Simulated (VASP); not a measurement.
CsC2: relaxation of cell and atoms with PBE

Crystal: CsC2.

```xyz
3
Lattice="-3.1927 3.1927 1.4066 3.1927 -3.1927 1.4066 3.1927 3.1927 -1.4066" Properties=species:S:1:pos:R:3 pbc="T T T"
Cs    0.0000    0.0000    0.0000
C     0.0000    3.1927    0.7033
C     3.1927    0.0000    0.7033
```

The cell was generated, and may not be a known phase.

| Property | Result |
| --- | --- |
| Program | VASP 6.6.1 |
| Task | relaxation of cell and atoms |
| Functional | PBE |
| Potentials or basis | VASP PAW PBE potentials, release 64 (Cs_sv, C) |
| Cutoff | 600 eV |
| k mesh | 18 × 18 × 18 |
| Occupations | gaussian, width 0.1 eV |
| Spin | no spin polarisation |
| Dipole correction | no |
| Further INCAR settings | ALGO = Normal; EDIFF = 1e-07; IBRION = 2; EDIFFG = -0.01; NSW = 100; ISIF = 3 |

```
Relaxed volume                        : 19.38 Å³/atom
Relaxed cell                          : a = 4.758 Å, b = 4.758 Å, c = 4.758 Å, α = 95.02°, β = 95.02°, γ = 145.59°
Space group after relaxing (to 0.1 Å) : I4/mmm (No. 139)
Energy gained by relaxing             : 0.5 meV/atom
Ionic steps                           : 5
Pressure after relaxing               : 0.0 GPa
Band gap on the k mesh                : zero (an odd number of electrons rules out a gap without spin polarisation)
```

Step by step:
```csv
step,energy change (eV),largest force (eV/Å),pressure (GPa),volume (Å³)
1,0.0000,0.0000,0.51,57.35
2,-0.0012,0.0000,0.02,57.85
3,-0.0013,0.0000,-0.20,58.08
4,-0.0007,0.0000,0.39,58.24
5,-0.0015,0.0000,-0.01,58.14
```

Final structure:
```cif
data_structure
_symmetry_space_group_name_H-M 'P 1'
_symmetry_Int_Tables_number 1
_cell_length_a 4.7576
_cell_length_b 4.7576
_cell_length_c 4.7576
_cell_angle_alpha 95.020
_cell_angle_beta 95.020
_cell_angle_gamma 145.586
_cell_volume 58.14
loop_
_atom_site_label
_atom_site_type_symbol
_atom_site_fract_x
_atom_site_fract_y
_atom_site_fract_z
_atom_site_occupancy
Cs1 Cs 0.00000 0.00000 0.00000 1
C1 C 0.75000 0.25000 0.50000 1
C2 C 0.25000 0.75000 0.50000 1
```

Levels at points of the mesh, in eV from the Fermi level:
```csv
k point,band 4,band 5,band 6,band 7,band 8,band 9,band 10,band 11,band 12
"(0.00, 0.00, 0.00)",-11.12,-9.12,-6.31,-5.59,-5.59,0.27,1.05,3.13,3.31
"(0.50, 0.00, 0.00)",-13.71,-9.63,-9.41,-2.54,-2.12,-1.87,-1.45,0.92,2.28
"(0.50, 0.50, 0.00)",-10.94,-9.11,-6.48,-6.33,-6.23,2.48,3.01,3.06,4.52
"(0.50, 0.50, 0.50)",-11.59,-9.13,-6.35,-5.45,-5.45,2.86,3.10,3.17,5.38
```

Run time: 42 min on 1 thread of AMD EPYC 7R13, on a shared host, peak memory 0.58 GiB.

Caveat: spin-orbit coupling is left out, which moves the levels of the heavy elements; an odd number of electrons without spin polarisation forces a metal; a magnetic or distorted state may lie lower.
